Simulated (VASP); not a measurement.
# AlNi (P4/mmm) in VASP: notebook

AlNi is run at these levels: PBE; tasks: single point.

Program: VASP 6.6.1. These are calculated values, not measurements. Logs are shortened: lines on timing, memory, paths and dates and some standing lists are left out, and cuts for length are marked.

## 1. The cell of the first run

The typed cell holds 2 atoms: a = 2.769 Å, b = 2.769 Å, c = 2.779 Å, α = 90.00°, β = 90.00°, γ = 90.00°.

## 2. Single point, PBE (10.65 Å³/atom)

Contents of INCAR:

```
PREC = Accurate ; ENCUT = 520
EDIFF = 1E-6 ; ISMEAR = 0
SIGMA = 0.1 ; LREAL = F
LASPH = T ; NELM = 60
ALGO = Fast ; ISIF = 2
LWAVE = F ; LCHARG = F
GGA = PE ; NBANDS = 14
```

Contents of KPOINTS:

```
regular mesh
0
Gamma
  16 16 14
```

Contents of POSCAR:

```
AlNi
1.0
    1.9580116576     -1.9580116576      0.0000000000
    1.9580116576      1.9580116576      0.0000000000
    0.0000000000      0.0000000000      2.7789256537
Al Ni
1 1
Direct
    0.0000000000      0.0000000000      0.0000000000
    0.5000000000      0.5000000000      0.5000000000
```

Potentials or basis: VASP PAW PBE potentials, release 64 (Al, Ni).

Run with:

```bash
$ cat potpaw_PBE.64/Al/POTCAR potpaw_PBE.64/Ni/POTCAR > POTCAR
$ mpirun -np 1 vasp_std > vasp.out
```

OUTCAR:

```text
PREC = Accurate
   ENCUT = 520
   EDIFF = 1E-6
   ISMEAR = 0
   LREAL = F
   LASPH = T
   NELM = 60
   ISIF = 2
   GGA = PE

 ion  position               nearest neighbor table
   1  0.000  0.000  0.000-   2 2.40   2 2.40   2 2.40   2 2.40   2 2.40   2 2.40   2 2.40   2 2.40

   2  0.500  0.500  0.500-   1 2.40   1 2.40   1 2.40   1 2.40   1 2.40   1 2.40   1 2.40   1 2.40

  LATTYP: Found a simple tetragonal cell.
 ALAT       =     2.7690466415
 C/A-ratio  =     1.0035676583

  Lattice vectors:

 A1 = (   1.9580116576,  -1.9580116576,   0.0000000000)
 A2 = (   1.9580116576,   1.9580116576,   0.0000000000)
 A3 = (   0.0000000000,   0.0000000000,   2.7789256537)

Analysis of symmetry for initial positions (statically):
=====================================================================
 Subroutine PRICEL returns:
 Original cell was already a primitive cell.

 Routine SETGRP: Setting up the symmetry group for a
 simple tetragonal supercell.

 Subroutine GETGRP returns: Found 16 space group operations
 (whereof 16 operations were pure point group operations)
 out of a pool of 16 trial point group operations.

The static configuration has the point symmetry D_4h.

Analysis of symmetry for dynamics (positions and initial velocities):
=====================================================================
 Subroutine PRICEL returns:
 Original cell was already a primitive cell.

 Routine SETGRP: Setting up the symmetry group for a
 simple tetragonal supercell.

 Subroutine GETGRP returns: Found 16 space group operations
 (whereof 16 operations were pure point group operations)
 out of a pool of 16 trial point group operations.

The dynamic configuration has the point symmetry D_4h.

 Subroutine INISYM returns: Found 16 space group operations
 (whereof 16 operations are pure point group operations),
 and found     1 'primitive' translations

----------------------------------------------------------------------------------------

                                     Primitive cell

  volume of cell :      21.3077

  direct lattice vectors                    reciprocal lattice vectors
     1.958011658 -1.958011658  0.000000000     0.255361095 -0.255361095  0.000000000
     1.958011658  1.958011658  0.000000000     0.255361095  0.255361095  0.000000000
     0.000000000  0.000000000  2.778925654     0.000000000  0.000000000  0.359851297

  length of vectors
     2.769046641  2.769046641  2.778925654     0.361135123  0.361135123  0.359851297

  position of ions in fractional coordinates (direct lattice)
     0.000000000  0.000000000  0.000000000
[... 92 lines left out ...]
   EFERMI =   0.00;   METHOD = LEGACY
   ISMEAR =     0;   SIGMA  =   0.10  broadening in eV -4-tet -1-fermi 0-gaus
   EFERMI_NEDOS =   21; number of points for ismear=-14 and -15
   IALGO  =     68    algorithm
   IMIX   =      4    mixing-type and parameters
     AMIX     =   0.40;   BMIX     =  1.00
     AMIX_MAG =   1.60;   BMIX_MAG =  1.00
  volume/ion in A,a.u.               =      10.65        71.90
  Fermi-wavevector in a.u.,A,eV,Ry     =   1.388492  2.623870 26.230818  1.927911
  Thomas-Fermi vector in A             =   2.512613
   LORBIT       =      0    0 simple, 1 ext, 2 COOP (PROOUT), +10 PAW based schemes
   GGA     = PE    functional components
   LHFCALC =     F    Hartree Fock is set to
   AEXX    =    0.0000 exact exchange contribution
   IVDW    =     0    specifies the selected vdW correction
   LEPSILON=     F    determine dielectric tensor
   LRPA    =     F    only Hartree local field effects (RPA)
 non-spin polarized calculation
 RMM-DIIS sequential band-by-band and
 Gauss-broadening in eV      SIGMA  =   0.10
  energy-cutoff  :      520.00
  volume of cell :       21.31
 maximum number of plane-waves:       587
 NGX is ok and might be reduce to    24
   NGX = 11   NGY = 11   NGZ = 11

 number of electron      12.9999996 magnetization

 Free energy of the ion-electron system (eV)
  ---------------------------------------------------
  ext. energy  EPLUGINS =         0.00000000
  ---------------------------------------------------
  free energy    TOTEN  =       -10.32385586 eV

  energy without entropy =      -10.32045440  energy(sigma->0) =      -10.32215513

 E-fermi :  11.6185     XC(G=0): -12.6149

 val. band max:       11.6162218931   @ k =   0.3750   0.3750   0.5000
 cond. band min:      11.6217742466   @ k =   0.2500   0.0625   0.3571
 fundamental gap:      0.0055523535
 Fermi energy:        11.6184680772

 k-point     1 :       0.0000    0.0000    0.0000
  band No.  band energies     occupation
      1      -0.3753      2.00000
      2       7.8092      2.00000
      3       7.8125      2.00000
      4       9.8363      2.00000
      5       9.8363      2.00000
      6       9.8468      2.00000
      7      17.5584      0.00000
      8      17.6972      0.00000
      9      17.6972      0.00000
     10      20.1278      0.00000
     11      20.1573      0.00000
     12      27.5629      0.00000
     13      33.9199      0.00000
     14      33.9539      0.00000
[... 377 lines left out ...]
      1       4.4278      2.00000
      2       4.4954      2.00000
      3       8.4554      2.00000
      4       8.9536      2.00000
      5       9.0335      2.00000
      6       9.8212      2.00000
      7      10.9268      2.00000
      8      18.9772      0.00000
      9      20.1149      0.00000
     10      22.6479      0.00000
     11      23.7739      0.00000
     12      23.8148      0.00000
     13      28.1827      0.00000
     14      29.1130      0.00000

 [... further k-points ...]

------------------------ aborting loop because EDIFF is reached ----------------------------------------

  FORCE on cell =-STRESS in cart. coord.  units (eV):
  Direction    XX          YY          ZZ          XY          YZ          ZX
  --------------------------------------------------------------------------------------
  -------------------------------------------------------------------------------------
  Total        3.5911203      3.5911203      3.5747854      0.0000000     -0.0000000     -0.0000000
  in kB      270.0244379    270.0244379    268.7961776      0.0000000     -0.0000000     -0.0000000
  external PRESSURE =     269.6150178 kB  Pullay stress =       0.0000000 kB

 VOLUME and BASIS-vectors are now :
 -----------------------------------------------------------------------------
  energy-cutoff  :      520.00
  volume of cell :       21.31
      direct lattice vectors                 reciprocal lattice vectors
     1.958011658 -1.958011658  0.000000000     0.255361095 -0.255361095  0.000000000
     1.958011658  1.958011658  0.000000000     0.255361095  0.255361095  0.000000000
     0.000000000  0.000000000  2.778925654     0.000000000  0.000000000  0.359851297

 POSITION                                       TOTAL-FORCE (eV/Angst)
 -----------------------------------------------------------------------------------
      0.00000      0.00000      0.00000         0.000000      0.000000      0.000000
      1.95801      0.00000      1.38946         0.000000      0.000000      0.000000
 -----------------------------------------------------------------------------------
    total drift:                                0.000000     -0.000000     -0.000000

  FREE ENERGIE OF THE ION-ELECTRON SYSTEM (eV)
  ---------------------------------------------------
  free  energy   TOTEN  =       -10.3238558596 eV

  energy  without entropy=      -10.3204543958  energy(sigma->0) =      -10.32215513
```

Wall time 3.4 min (1 thread of Intel Xeon 8259CL, shared host); peak memory 0.23 GiB.

What came out:

```
Free energy            : -10.3239 eV
Pressure               : 27.0 GPa
Band gap on the k mesh : zero (an odd number of electrons rules out a gap without spin polarisation)
```

Levels at points of the mesh, in eV from the Fermi level:
```tsv
k point	band 5	band 6	band 7	band 8	band 9	band 10
(0.00, 0.00, 0.00)	-1.78	-1.77	5.94	6.08	6.08	8.51
(0.50, 0.00, 0.00)	-2.59	-1.67	-0.68	8.41	10.54	10.67
(0.50, 0.50, 0.00)	-2.43	-2.43	-1.15	1.75	3.09	13.56
(0.00, 0.00, 0.50)	-2.59	-1.67	-0.71	8.41	10.65	10.65
(0.50, 0.00, 0.50)	-2.42	-2.41	-1.16	1.71	3.05	13.66
(0.50, 0.50, 0.50)	-1.11	1.91	1.92	1.92	4.78	4.97
```

Caveat: the cell stands under pressure.

## 3. Single point, PBE (11.02 Å³/atom)

This run uses another cell than the first one, of 11.02 Å³/atom.

Contents of INCAR:

```
ALGO = Normal ; EDIFF = 1E-6
ENCUT = 520 ; GGA = PE
ISIF = 2 ; ISMEAR = 0
LASPH = T ; LCHARG = F
LREAL = F ; LWAVE = F
NBANDS = 14 ; NELM = 60
PREC = Accurate ; SIGMA = 0.1
```

Contents of KPOINTS:

```
k-points
0
Gamma
  16 16 14
```

Contents of POSCAR:

```
AlNi
1.0
    1.9795891504     -1.9795891504      0.0000000000
    1.9795891504      1.9795891504      0.0000000000
    0.0000000000      0.0000000000      2.8113574323
Al Ni
1 1
Direct
    0.0000000000      0.0000000000      0.0000000000
    0.5000000000      0.5000000000      0.5000000000
```

Potentials or basis: VASP PAW PBE potentials, release 64 (Al, Ni).

Run with:

```bash
$ cat potpaw_PBE.64/Al/POTCAR potpaw_PBE.64/Ni/POTCAR > POTCAR
$ mpirun -np 1 vasp_std > vasp.out
```

Wall time 2.7 min (1 thread of Intel Xeon 8259CL, shared host); peak memory 0.23 GiB.

The run converged. Its results:

* Free energy: -10.4259 eV
* Pressure: 18.4 GPa
* Band gap on the k mesh: zero (an odd number of electrons rules out a gap without spin polarisation)

Stress tensor (GPa, compression positive):
```
18.45  0.00  0.00
 0.00 18.45  0.00
 0.00  0.00 18.33
```

Levels at points of the mesh, in eV from the Fermi level:
```csv
k point,band 4,band 5,band 6,band 7,band 8,band 9,band 10,band 11
"(0.00, 0.00, 0.00)",-1.70,-1.70,-1.69,5.77,5.93,5.93,8.39,8.43
"(0.50, 0.00, 0.00)",-2.50,-2.48,-1.60,-0.66,8.38,10.35,10.50,11.66
"(0.50, 0.50, 0.00)",-3.08,-2.32,-2.32,-1.10,1.68,2.92,13.15,15.75
"(0.00, 0.00, 0.50)",-2.47,-2.47,-1.59,-0.70,8.38,10.48,10.48,11.75
"(0.50, 0.00, 0.50)",-3.10,-2.30,-2.30,-1.11,1.64,2.88,13.26,15.82
"(0.50, 0.50, 0.50)",-1.08,-1.07,1.94,1.95,1.95,4.46,4.81,4.81
```

Caveat: the cell stands under pressure.

## 4. Single point, PBE (11.38 Å³/atom)

This run uses another cell than the first one, of 11.38 Å³/atom.

Contents of INCAR:

```
  PREC = Accurate
  ENCUT = 520
  EDIFF = 1E-6
  ISMEAR = 0
  SIGMA = 0.1
  LREAL = False
  LASPH = True
  NELM = 60
  ALGO = Normal
  ISIF = 2
  LWAVE = False
  LCHARG = False
  GGA = PE
  NBANDS = 14
```

Contents of KPOINTS:

```
regular mesh
0
Gamma
  16 16 14
```

Contents of POSCAR:

```
AlNi
1.0
    2.0011081096     -2.0011081096      0.0000000000
    2.0011081096      2.0011081096      0.0000000000
    0.0000000000      0.0000000000      2.8419180595
Al Ni
1 1
Direct
    0.0000000000      0.0000000000      0.0000000000
    0.5000000000      0.5000000000      0.5000000000
```

Potentials or basis: VASP PAW PBE potentials, release 64 (Al, Ni).

Run with:

```bash
$ cat potpaw_PBE.64/Al/POTCAR potpaw_PBE.64/Ni/POTCAR > POTCAR
$ mpirun -np 1 vasp_std > vasp.out
```

OUTCAR:

```text
PREC = Accurate
   ENCUT = 520
   EDIFF = 1E-6
   ISMEAR = 0
   LREAL = False
   LASPH = True
   NELM = 60
   ISIF = 2
   GGA = PE

 ion  position               nearest neighbor table
   1  0.000  0.000  0.000-   2 2.45   2 2.45   2 2.45   2 2.45   2 2.45   2 2.45   2 2.45   2 2.45

   2  0.500  0.500  0.500-   1 2.45   1 2.45   1 2.45   1 2.45   1 2.45   1 2.45   1 2.45   1 2.45

  LATTYP: Found a simple tetragonal cell.
 ALAT       =     2.8299942284
 C/A-ratio  =     1.0042133765

  Lattice vectors:

 A1 = (   2.0011081096,  -2.0011081096,   0.0000000000)
 A2 = (   2.0011081096,   2.0011081096,   0.0000000000)
 A3 = (   0.0000000000,   0.0000000000,   2.8419180595)

Analysis of symmetry for initial positions (statically):
=====================================================================
 Subroutine PRICEL returns:
 Original cell was already a primitive cell.

 Routine SETGRP: Setting up the symmetry group for a
 simple tetragonal supercell.

 Subroutine GETGRP returns: Found 16 space group operations
 (whereof 16 operations were pure point group operations)
 out of a pool of 16 trial point group operations.

[... 176 lines left out ...]
      5       9.0468      2.00000
      6       9.0572      2.00000
      7      16.3040      0.00000
      8      16.4600      0.00000
      9      16.4600      0.00000
     10      18.9628      0.00000
     11      18.9975      0.00000
     12      25.3441      0.00000
     13      32.1715      0.00000
     14      32.1934      0.00000
[... 377 lines left out ...]
      1       3.7645      2.00000
      2       3.9349      2.00000
      3       7.8065      2.00000
      4       8.2354      2.00000
      5       8.3095      2.00000
      6       9.0336      2.00000
      7      10.0262      2.00000
      8      17.8277      0.00000
      9      18.8755      0.00000
     10      21.3308      0.00000
     11      22.1261      0.00000
     12      22.3091      0.00000
     13      26.5143      0.00000
     14      27.3339      0.00000

 [... further k-points ...]

------------------------ aborting loop because EDIFF is reached ----------------------------------------

  FORCE on cell =-STRESS in cart. coord.  units (eV):
  Direction    XX          YY          ZZ          XY          YZ          ZX
  --------------------------------------------------------------------------------------
  -------------------------------------------------------------------------------------
  Total        1.5976822      1.5976822      1.5888205      0.0000000     -0.0000000      0.0000000
  in kB      112.4652421    112.4652421    111.8414473      0.0000000     -0.0000000      0.0000000
  external PRESSURE =     112.2573105 kB  Pullay stress =       0.0000000 kB

 VOLUME and BASIS-vectors are now :
 -----------------------------------------------------------------------------
  energy-cutoff  :      520.00
  volume of cell :       22.76
      direct lattice vectors                 reciprocal lattice vectors
     2.001108110 -2.001108110  0.000000000     0.249861563 -0.249861563  0.000000000
     2.001108110  2.001108110  0.000000000     0.249861563  0.249861563  0.000000000
     0.000000000  0.000000000  2.841918060     0.000000000  0.000000000  0.351875029

 POSITION                                       TOTAL-FORCE (eV/Angst)
 -----------------------------------------------------------------------------------
      0.00000      0.00000      0.00000         0.000000      0.000000      0.000000
      2.00111      0.00000      1.42096        -0.000000     -0.000000      0.000000
 -----------------------------------------------------------------------------------
    total drift:                                0.000000     -0.000000     -0.000000

  FREE ENERGIE OF THE ION-ELECTRON SYSTEM (eV)
  ---------------------------------------------------
  free  energy   TOTEN  =       -10.4927718750 eV

  energy  without entropy=      -10.4892825655  energy(sigma->0) =      -10.49102722
```

It took 2.2 min on 1 thread of Intel Xeon 8259CL, shared host; peak memory 0.23 GiB.

Results:

```yaml
Free_energy: -10.4928 eV
Pressure: 11.2 GPa
Band_gap_on_the_k_mesh: zero (an odd number of electrons rules out a gap without spin polarisation)
```

Caveat: the cell stands under pressure. Spin polarisation is off, so any magnetic state and its effect on volume and gap are missing.

## 5. Single point, PBE (11.74 Å³/atom)

This run uses another cell than the first one, of 11.74 Å³/atom.

Contents of INCAR:

```
PREC = Accurate
ENCUT = 520
EDIFF = 1E-7
ISMEAR = 0
SIGMA = 0.1
LREAL = False
LASPH = True
NELM = 100
ALGO = Normal
ISIF = 2
LWAVE = False
LCHARG = True
GGA = PE
LELF = True
LVHAR = True
NBANDS = 14
```

Contents of KPOINTS:

```
Automatic mesh
0
Gamma
  16 16 14
```

Contents of POSCAR:

```
AlNi
1.0
    2.0221739536     -2.0221739536      0.0000000000
    2.0221739536      2.0221739536      0.0000000000
    0.0000000000      0.0000000000      2.8718351850
Al Ni
1 1
Direct
    0.0000000000      0.0000000000      0.0000000000
    0.5000000000      0.5000000000      0.5000000000
```

Run with:

```bash
$ cat potpaw_PBE.64/Al/POTCAR potpaw_PBE.64/Ni/POTCAR > POTCAR
$ mpirun -np 1 vasp_std > vasp.out
```

Run time: 2.5 min. Hardware: 1 thread of Intel Xeon 8259CL, shared host; peak memory 0.24 GiB.

The run converged. Its results:

- Free energy: -10.5297 eV
- Pressure: 5.2 GPa
- Band gap on the k mesh: zero (an odd number of electrons rules out a gap without spin polarisation)

Levels at points of the mesh, in eV from the Fermi level:
```
           k point  band 4  band 5  band 6  band 7  band 8  band 9  band 10  band 11
(0.00, 0.00, 0.00)   -1.57   -1.57   -1.56    5.49    5.64    5.64     8.18     8.21
(0.50, 0.00, 0.00)   -2.30   -2.28   -1.47   -0.63    8.31   10.03    10.18    11.01
(0.50, 0.50, 0.00)   -2.90   -2.12   -2.12   -1.02    1.56    2.59    12.42    15.23
(0.00, 0.00, 0.50)   -2.27   -2.27   -1.47   -0.66    8.31   10.16    10.16    11.09
(0.50, 0.00, 0.50)   -2.92   -2.11   -2.10   -1.02    1.52    2.56    12.52    15.30
(0.50, 0.50, 0.50)   -0.99   -0.99    2.00    2.01    2.01    3.86     4.52     4.52
```

Caveat: the cell stands under pressure.

## 6. Single point, PBE (12.47 Å³/atom)

This run uses another cell than the first one, of 12.47 Å³/atom.

Contents of INCAR:

```
  ALGO = Fast
  EDIFF = 1E-6
  ENCUT = 520
  GGA = PE
  ISIF = 2
  ISMEAR = 0
  LASPH = True
  LCHARG = False
  LREAL = False
  LWAVE = False
  NBANDS = 14
  NELM = 80
  PREC = Accurate
  SIGMA = 0.1
```

Contents of KPOINTS:

```
k-points
0
Gamma
  16 16 14
```

Contents of POSCAR:

```
AlNi
1.0
    2.0630369621     -2.0630369621      0.0000000000
    2.0630369621      2.0630369621      0.0000000000
    0.0000000000      0.0000000000      2.9298676927
Al Ni
1 1
Direct
    0.0000000000      0.0000000000      0.0000000000
    0.5000000000      0.5000000000      0.5000000000
```

Potentials or basis: VASP PAW PBE potentials, release 64 (Al, Ni).

Run with:

```bash
$ cat potpaw_PBE.64/Al/POTCAR potpaw_PBE.64/Ni/POTCAR > POTCAR
$ mpirun -np 1 vasp_std > vasp.out
```

Run time: 3.2 min. Hardware: 1 thread of Intel Xeon 8259CL, shared host; peak memory 0.25 GiB.

The run converged. Its results:

```yaml
Free_energy: -10.5310 eV
Pressure: -4.6 GPa
Band_gap_on_the_k_mesh: zero (an odd number of electrons rules out a gap without spin polarisation)
```

Levels at points of the mesh, in eV from the Fermi level:
```
           k point  band 4  band 5  band 6  band 7  band 8  band 9  band 10  band 11
(0.00, 0.00, 0.00)   -1.45   -1.45   -1.44    5.24    5.38    5.38     7.98     8.02
(0.50, 0.00, 0.00)   -2.12   -2.10   -1.36   -0.60    8.24    9.74     9.88    10.42
(0.50, 0.50, 0.00)   -2.74   -1.95   -1.95   -0.94    1.45    2.30    11.76    14.76
(0.00, 0.00, 0.50)   -2.10   -2.10   -1.36   -0.63    8.24    9.86     9.86    10.50
(0.50, 0.00, 0.50)   -2.76   -1.94   -1.93   -0.95    1.41    2.27    11.86    14.83
(0.50, 0.50, 0.50)   -0.92   -0.92    2.05    2.05    2.05    3.33     4.26     4.26
```

Caveat: the cell stands under tension.

## 7. Summary

| cell | gap on the mesh (eV) | pressure (GPa) |
| --- | --- | --- |
| a = 2.769, b = 2.769, c = 2.779 Å, 2 atoms | none | 27.0 |
| a = 2.800, b = 2.800, c = 2.811 Å, 2 atoms | none | 18.4 |
| a = 2.830, b = 2.830, c = 2.842 Å, 2 atoms | none | 11.2 |
| a = 2.860, b = 2.860, c = 2.872 Å, 2 atoms | none | 5.2 |
| a = 2.918, b = 2.918, c = 2.930 Å, 2 atoms | none | -4.6 |

Alike in all rows: task single point; level PBE; potentials or basis VASP PAW PBE potentials, release 64 (Al, Ni); no spin polarisation; k mesh 16 × 16 × 14; cutoff (eV) 520; smearing gaussian 0.1 eV.

Caveats: the cell stands under pressure (at least some runs); the cell stands under tension (at least some runs).

Absolute energies hang on the potentials; compare differences alone.

The gap in the log of VASP goes by the Fermi energy; the results here count the filled bands.